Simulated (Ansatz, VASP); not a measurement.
# Two plane-wave programs on Ge2Sb2S

```
CELL_PARAMETERS angstrom
4.24128 0.00000 0.00000
-2.12064 3.67306 0.00000
0.00000 0.00000 14.68272
ATOMIC_POSITIONS crystal
Ge 0.66667 0.33333 0.88241
Ge 0.33333 0.66667 0.11759
Ge 0.33333 0.66667 0.38241
Ge 0.66667 0.33333 0.61759
Sb 0.00000 0.00000 0.00000
Sb 0.00000 0.00000 0.50000
Sb 0.66667 0.33333 0.25000
Sb 0.33333 0.66667 0.75000
S 0.00000 0.00000 0.75000
S 0.00000 0.00000 0.25000
```

Change from the starting cell: species swapped into the Er2NiAs2 type (P6_3/mmc, No. 194).

Alike in both runs: task single point; functional PBE; k mesh 6 × 6 × 2; occupations gaussian, width 0.1 eV; no spin polarisation.

|  | VASP | Ansatz |
| --- | --- | --- |
| version | VASP 6.6.1 | Ansatz 0.2.0 |
| potentials or method | VASP PAW PBE potentials, release 64 (Ge_d, Sb, S), cutoff 520 eV | scalar-relativistic, plane waves, PAW |
| valence electrons in the cell | 88 | 128 |

|  | VASP | Ansatz | Ansatz less VASP |
| --- | --- | --- | --- |
| gap on the k mesh at the Fermi level (eV) | none | none | - |
| pressure (GPa) | 6.9 | 6.9 | +0.01 |
| traceless stress, the component that is largest in VASP (GPa) | -5.76 | -5.69 | +0.065 |
| rms of the force components (eV/Å) | 0.363 | 0.364 | +0.0011 |

Atom by atom the forces differ by 0.001 eV/Å (rms over components). A gap of «none» marks a metal or a gap that the smearing closes. VASP's potentials hold 88 valence electrons a cell and Ansatz's 128, so a difference there can come from the potentials and not from the codes.

Spin-orbit coupling is off throughout.
